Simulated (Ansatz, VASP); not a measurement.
## BaTiO3: VASP beside Ansatz

The input INCAR:

```
PREC = Accurate
ENCUT = 520
EDIFF = 1E-7
ISMEAR = -1
SIGMA = 0.05
LREAL = False
LASPH = True
NELM = 80
ALGO = Normal
ISIF = 2
LWAVE = False
LCHARG = False
GGA = CA
NBANDS = 28
```

Contents of KPOINTS:

```
Automatic mesh
0
Gamma
  7 7 7
```

POSCAR

```
BaTiO3
1.0
    3.9855000000      0.0000000000      0.0000000000
    0.0000000000      2.8369000000      2.8451500000
    0.0000000000     -2.8369000000      2.8451500000
Ba Ti O
1 1 3
Direct
    0.0000000000      0.0000000000      0.0000000000
    0.5000000000      0.5124000000      0.5124000000
    0.5000000000      0.9918400000      0.5052400000
    0.5000000000      0.5052400000      0.9918400000
    0.0000000000      0.4874000000      0.4874000000
```

The input input.yaml:

```yaml
crystal:
  lattice:
    - [3.9855, 0.0, 0.0]
    - [0.0, 2.8369, 2.84515]
    - [0.0, -2.8369, 2.84515]
  atoms:
    - { symbol: Ba, position: [0.0, 0.0, 0.0] }
    - { symbol: Ti, position: [0.5, 0.5124, 0.5124] }
    - { symbol: O, position: [0.5, 0.99184, 0.50524] }
    - { symbol: O, position: [0.5, 0.50524, 0.99184] }
    - { symbol: O, position: [0.0, 0.4874, 0.4874] }
kpoints:
  mp_grid: { grid: [7, 7, 7] }
  band_path:
    path:
      - [0.0, 0.0, 0.0]
      - [0.0, 0.4985522663, -0.4985522663]
      - [0.0, 0.0, -0.5]
      - [-0.5, 0.0, -0.5]
      - [-0.5, 0.4985522663, -0.4985522663]
      - [-0.5, 0.0, 0.0]
      - [0.0, 0.0, 0.0]
      - [0.0, -0.5, -0.5]
    npoints: 10
scf:
  occupations: { method: fermi_dirac, width: 0.05 }
hamiltonian:
  xc: lda
  pseudopotentials: { kind: all_electron, lapw: { basis_error: 0.002 } }
output:
  forces: true
  stress: true
  eigenvalues: true
```

Alike in both runs: functional LDA; k mesh 7 × 7 × 7; occupations fermi-dirac, width 0.05 eV; no spin polarisation.

|  | VASP | Ansatz |
| --- | --- | --- |
| version | VASP 6.6.1 | Ansatz 0.2.0 |
| potentials or method | VASP PAW LDA potentials, release 64 (Ba_sv, Ti_sv, O), cutoff 520 eV | all-electron LAPW, scalar-relativistic |
| task | single point | band structure |

```tsv
	VASP	Ansatz	Ansatz less VASP
gap on the k mesh at the Fermi level (eV)	1.83	1.90	+0.062
least direct gap on the mesh (eV)	1.96	1.99	+0.024
pressure (GPa)	-6.6	-8.6	-2.00
traceless stress, the component that is largest in VASP (GPa)	-0.36	-0.37	-0.007
rms of the force components (eV/Å)	0.139	0.150	+0.0104
```

LDA's correlation is that of Perdew and Zunger in VASP and of Perdew and Wang (1992) in Ansatz. Atom by atom the forces differ by 0.019 eV/Å (rms over components). Ansatz ran all-electron here, and VASP with PAW potentials.

Neither program's run includes spin-orbit coupling.
